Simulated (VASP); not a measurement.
Set up this calculation in VASP 6.6.1, as the native input.

- Task: single point
- Functional: BLYP
- Potentials or basis: VASP PAW PBE potentials, release 64 (Be)
- Cutoff: 520 eV
- k mesh: 12 × 12 × 12
- Occupations: fermi-dirac, width 0.1 eV
- Spin: no spin polarisation
- Dipole correction: no
- Further INCAR settings: ALGO = Normal; EDIFF = 1e-06; NBANDS = 9

The structure of Be lies in POSCAR:

```
Be
1.0
    0.0000000000      2.5184427760      2.5184427760
    2.5184427760      0.0000000000      2.5184427760
    2.5184427760      2.5184427760      0.0000000000
Be
2
Direct
    0.1250000000      0.1250000000      0.1250000000
    0.8750000000      0.8750000000      0.8750000000
```

This cell differs from its parent crystal: volume scaled by 1.04.

These files were run (other wordings do the same):

INCAR

```
SYSTEM = Be
AGGAC = 1.0 ; AGGAX = 1.0
ALDAC = 0.0 ; ALDAX = 1.0
ALGO = Normal ; EDIFF = 1E-6
ENCUT = 520 ; GGA = B5
ISIF = 2 ; ISMEAR = -1
LASPH = .True. ; LCHARG = .False.
LREAL = .False. ; LWAVE = .False.
NBANDS = 9 ; NELM = 60
PREC = Accurate ; SIGMA = 0.1
```

KPOINTS

```
k-points
0
Gamma
  12 12 12
  0 0 0
```

Potentials or basis: VASP PAW PBE potentials, release 64 (Be).

Command:

```bash
$ cat potpaw_PBE.64/Be/POTCAR > POTCAR
$ mpirun -np 1 vasp_std > vasp.out
```

Results of the run:

- Pressure: -1.4 GPa
- Band gap on the k mesh: zero (band 2 reaches 6.06 eV, above the bottom of band 3 at 0.68 eV)

Caveat: the PAW data sets were made with another functional, which shifts forces and pressure a little.

Run time: 25 s on 1 thread of Intel Xeon 6975P-C, on a shared host, peak memory 0.15 GiB.
